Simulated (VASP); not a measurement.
# Pt (Fd-3m) in VASP: notebook, part 2 of 3

VASP 6.6.1. Earlier steps stand in the parts before.

### 3 Single point, PBE

This run uses another cell than the first one, of 24.50 Å³/atom.

Contents of INCAR:

```
SYSTEM = Pt
PREC = Accurate
ENCUT = 520
EDIFF = 1E-6
ISMEAR = 1
SIGMA = 0.05
LREAL = .FALSE.
LASPH = .TRUE.
NELM = 60
ALGO = Normal
ISIF = 2
LWAVE = .FALSE.
LCHARG = .FALSE.
GGA = PE
NBANDS = 17
```

Contents of KPOINTS:

```
Automatic mesh
0
G
  13 13 13
  0 0 0
```

Contents of POSCAR:

```
Pt
1.0
    0.0000000000      2.9045854026      2.9045854026
    2.9045854026      0.0000000000      2.9045854026
    2.9045854026      2.9045854026      0.0000000000
Pt
2
Direct
    0.0000000000      0.0000000000      0.0000000000
    0.2500000000      0.2500000000      0.2500000000
```

Potentials or basis: VASP PAW PBE potentials, release 64 (Pt).

Started as:

```sh
$ cat potpaw_PBE.64/Pt/POTCAR > POTCAR
$ mpirun -np 1 vasp_std > vasp.out
```

OUTCAR:

```text
SYSTEM = Pt
   PREC = Accurate
   ENCUT = 520
   EDIFF = 1E-6
   ISMEAR = 1
   LREAL = .FALSE.
   LASPH = .TRUE.
   NELM = 60
   ISIF = 2
   GGA = PE

 ion  position               nearest neighbor table
   1  0.000  0.000  0.000-   2 2.52   2 2.52   2 2.52   2 2.52
   2  0.250  0.250  0.250-   1 2.52   1 2.52   1 2.52   1 2.52

  LATTYP: Found a face centered cubic cell.
 ALAT       =     5.8091708052

  Lattice vectors:

 A1 = (   0.0000000000,   2.9045854026,   2.9045854026)
 A2 = (   2.9045854026,   0.0000000000,   2.9045854026)
 A3 = (   2.9045854026,   2.9045854026,   0.0000000000)

Analysis of symmetry for initial positions (statically):
=====================================================================
 Subroutine PRICEL returns:
 Original cell was already a primitive cell.

 Routine SETGRP: Setting up the symmetry group for a
 face centered cubic supercell.

 Subroutine GETGRP returns: Found 48 space group operations
 (whereof 24 operations were pure point group operations)
 out of a pool of 48 trial point group operations.

The static configuration has the point symmetry T_d .
 The point group associated with its full space group is O_h .

Analysis of symmetry for dynamics (positions and initial velocities):
=====================================================================
 Subroutine PRICEL returns:
 Original cell was already a primitive cell.

 Routine SETGRP: Setting up the symmetry group for a
 face centered cubic supercell.

 Subroutine GETGRP returns: Found 48 space group operations
 (whereof 24 operations were pure point group operations)
 out of a pool of 48 trial point group operations.

The dynamic configuration has the point symmetry T_d .
 The point group associated with its full space group is O_h .

 Subroutine INISYM returns: Found 48 space group operations
 (whereof 24 operations are pure point group operations),
 and found     1 'primitive' translations

----------------------------------------------------------------------------------------

                                     Primitive cell

  volume of cell :      49.0097

  direct lattice vectors                    reciprocal lattice vectors
     0.000000000  2.904585403  2.904585403    -0.172141607  0.172141607  0.172141607
     2.904585403  0.000000000  2.904585403     0.172141607 -0.172141607  0.172141607
     2.904585403  2.904585403  0.000000000     0.172141607  0.172141607 -0.172141607

  length of vectors
     4.107704069  4.107704069  4.107704069     0.298158010  0.298158010  0.298158010

  position of ions in fractional coordinates (direct lattice)
     0.000000000  0.000000000  0.000000000
     0.250000000  0.250000000  0.250000000

  ion indices of the primitive-cell ions
   primitive index   ion index
                 1           1
                 2           2

----------------------------------------------------------------------------------------

 KPOINTS: Automatic mesh

Automatic generation of k-mesh.
 Grid dimensions read from file:
 generate k-points for:   13   13   13

 Generating k-lattice:

  Cartesian coordinates                     Fractional coordinates (reciprocal lattice)
    -0.013241662  0.013241662  0.013241662     0.076923077  0.000000000  0.000000000
     0.013241662 -0.013241662  0.013241662     0.000000000  0.076923077  0.000000000
     0.013241662  0.013241662 -0.013241662     0.000000000  0.000000000  0.076923077

  Length of vectors
     0.022935232  0.022935232  0.022935232

  Shift w.r.t. Gamma in fractional coordinates (k-lattice)
     0.000000000  0.000000000  0.000000000

 Subroutine IBZKPT returns following result:
 ===========================================

 Found     84 irreducible k-points:

 Following reciprocal coordinates:
            Coordinates               Weight
  0.000000  0.000000  0.000000      1.000000
  0.076923  0.000000  0.000000      8.000000
  0.153846  0.000000  0.000000      8.000000
  0.230769  0.000000  0.000000      8.000000
  0.307692  0.000000  0.000000      8.000000
  0.384615  0.000000  0.000000      8.000000
[... 16 lines left out ...]
  0.384615  0.153846  0.000000     24.000000
  0.461538  0.153846  0.000000     24.000000
 [... further k-points ...]
   k-points           NKPTS =     84   k-points in BZ     NKDIM =     84   number of bands    NBANDS=     17
   number of dos      NEDOS =    301   number of ions     NIONS =      2
   total plane-waves  NPLWV =  32768
   dimension x,y,z NGX =    32 NGY =   32 NGZ =   32
   dimension x,y,z NGXF=    64 NGYF=   64 NGZF=   64
   ions per type =               2
   NGX,Y,Z   is equivalent  to a cutoff of  12.95, 12.95, 12.95 a.u.
   NGXF,Y,Z  is equivalent  to a cutoff of  25.90, 25.90, 25.90 a.u.
 SYSTEM =  Pt
   PREC   = accura    normal or accurate (medium, high low for compatibility)
   ISTART =      0    job   : 0-new  1-cont  2-samecut
   ICHARG =      2    charge: 1-file 2-atom 10-const
   ISPIN  =      1    spin polarized calculation?
   LNONCOLLINEAR =      F non collinear calculations
   LSORBIT =      F    spin-orbit coupling
   LASPH  =      T    aspherical Exc in radial PAW
   ENCUT  =  520.0 eV  38.22 Ry    6.18 a.u.   7.64  7.64  7.64*2*pi/ulx,y,z
   NELM   =     60;   NELMIN=  2; NELMDL= -5     # of ELM steps
   EDIFF  = 0.1E-05   stopping-criterion for ELM
   LREAL  =      F    real-space projection
   EDIFFG = 0.1E-04   stopping-criterion for IOM
   NSW    =      0    number of steps for IOM
   IBRION =     -1    ionic relax: 0-MD 1-quasi-New 2-CG
   NFREE  =      0    steps in history (QN), initial steepest desc. (CG)
   ISIF   =      2    stress and relaxation
   ISYM   =      2    0-nonsym 1-usesym 2-fastsym
   POTIM  = 0.5000    time-step for ionic-motion
   TEBEG  =    0.0;   TEEND  =   0.0 temperature during run
   PSTRESS=    0.0 pullay stress
   NELECT =      20.0000    total number of electrons
   NUPDOWN=      -1.0000    fix difference up-down
   EMIN   =  10.00;   EMAX   =-10.00  energy-range for DOS
   EFERMI =   0.00;   METHOD = LEGACY
   ISMEAR =     1;   SIGMA  =   0.05  broadening in eV -4-tet -1-fermi 0-gaus
   EFERMI_NEDOS =   21; number of points for ismear=-14 and -15
   IALGO  =     38    algorithm
   IMIX   =      4    mixing-type and parameters
     AMIX     =   0.40;   BMIX     =  1.00
     AMIX_MAG =   1.60;   BMIX_MAG =  1.00
  volume/ion in A,a.u.               =      24.50       165.37
  Fermi-wavevector in a.u.,A,eV,Ry     =   1.214294  2.294684 20.061941  1.474511
  Thomas-Fermi vector in A             =   2.349719
   LORBIT       =      0    0 simple, 1 ext, 2 COOP (PROOUT), +10 PAW based schemes
   GGA     = PE    functional components
   LHFCALC =     F    Hartree Fock is set to
   AEXX    =    0.0000 exact exchange contribution
   IVDW    =     0    specifies the selected vdW correction
   LEPSILON=     F    determine dielectric tensor
   LRPA    =     F    only Hartree local field effects (RPA)
 non-spin polarized calculation
 Methfessel and Paxton  Order N= 1 SIGMA  =   0.05
  energy-cutoff  :      520.00
  volume of cell :       49.01
 maximum number of plane-waves:      1363
   NGX = 15   NGY = 15   NGZ = 15

 number of electron      20.0000000 magnetization

 Free energy of the ion-electron system (eV)
  ---------------------------------------------------
  ext. energy  EPLUGINS =         0.00000000
  ---------------------------------------------------
  free energy    TOTEN  =       -10.04537130 eV

  energy without entropy =      -10.04509249  energy(sigma->0) =      -10.04527836

 E-fermi :   4.8078     XC(G=0): -10.3361

 val. band max:        4.8069878804   @ k =  -0.1538   0.0769   0.0000
 cond. band min:       4.8096203063   @ k =   0.1538   0.0769   0.0000
 fundamental gap:      0.0026324260
 Fermi energy:         4.8078350171

 k-point     1 :       0.0000    0.0000    0.0000
  band No.  band energies     occupation
      1      -2.0228      2.00000
      2       0.5022      2.00000
      3       0.5022      2.00000
      4       0.6386      2.00000
      5       0.6386      2.00000
      6       0.6386      2.00000
[... 9 lines left out ...]
     16      16.1942      0.00000
     17      17.1261      0.00000
[... 441 lines left out ...]
 k-point    24 :       0.4615    0.1538    0.0000
  band No.  band energies     occupation
      1      -0.1800      2.00000
      2       0.0665      2.00000
      3       0.4539      2.00000
      4       0.4866      2.00000
      5       1.0657      2.00000
      6       1.2356      2.00000
[... 9 lines left out ...]
     16      17.7408      0.00000
     17      18.7761      0.00000

 [... further k-points ...]

------------------------ aborting loop because EDIFF is reached ----------------------------------------

  FORCE on cell =-STRESS in cart. coord.  units (eV):
  Direction    XX          YY          ZZ          XY          YZ          ZX
  --------------------------------------------------------------------------------------
  -------------------------------------------------------------------------------------
  Total       -0.7639814     -0.7639814     -0.7639814     -0.0000000      0.0000000      0.0000000
  in kB      -24.9753107    -24.9753107    -24.9753107     -0.0000000      0.0000000      0.0000000
  external PRESSURE =     -24.9753107 kB  Pullay stress =       0.0000000 kB

 VOLUME and BASIS-vectors are now :
 -----------------------------------------------------------------------------
  energy-cutoff  :      520.00
  volume of cell :       49.01
      direct lattice vectors                 reciprocal lattice vectors
     0.000000000  2.904585403  2.904585403    -0.172141607  0.172141607  0.172141607
     2.904585403  0.000000000  2.904585403     0.172141607 -0.172141607  0.172141607
     2.904585403  2.904585403  0.000000000     0.172141607  0.172141607 -0.172141607

 POSITION                                       TOTAL-FORCE (eV/Angst)
 -----------------------------------------------------------------------------------
      0.00000      0.00000      0.00000        -0.000000     -0.000000     -0.000000
      1.45229      1.45229      1.45229         0.000000      0.000000      0.000000
 -----------------------------------------------------------------------------------
    total drift:                               -0.000000      0.000000      0.000000

  FREE ENERGIE OF THE ION-ELECTRON SYSTEM (eV)
  ---------------------------------------------------
  free  energy   TOTEN  =       -10.0453712954 eV

  energy  without entropy=      -10.0450924869  energy(sigma->0) =      -10.04527836
```

stdout:

```text
POSCAR found type information on POSCAR Pt
 POSCAR found :  1 types and       2 ions
 scaLAPACK will be used
 LDA part: xc-table for (Slater+PW92), standard interpolation
 POSCAR, INCAR and KPOINTS ok, starting setup
 FFT: planning ... GRIDC
 FFT: planning ... GRID_SOFT
 FFT: planning ... GRID
 WAVECAR not read
 entering main loop
```

Wall time 34 s (1 thread of Intel Xeon Platinum 8488C (Sapphire Rapids), shared host); peak memory 0.21 GiB.

What came out:

* Free energy: -10.0454 eV
* Pressure: -2.5 GPa
* Band gap on the k mesh: zero (bands 10 and 11 overlap by 0.57 eV)

Caveat: spin-orbit coupling is left out, which moves the levels of the heavy elements.

[end of part 2 of 3]
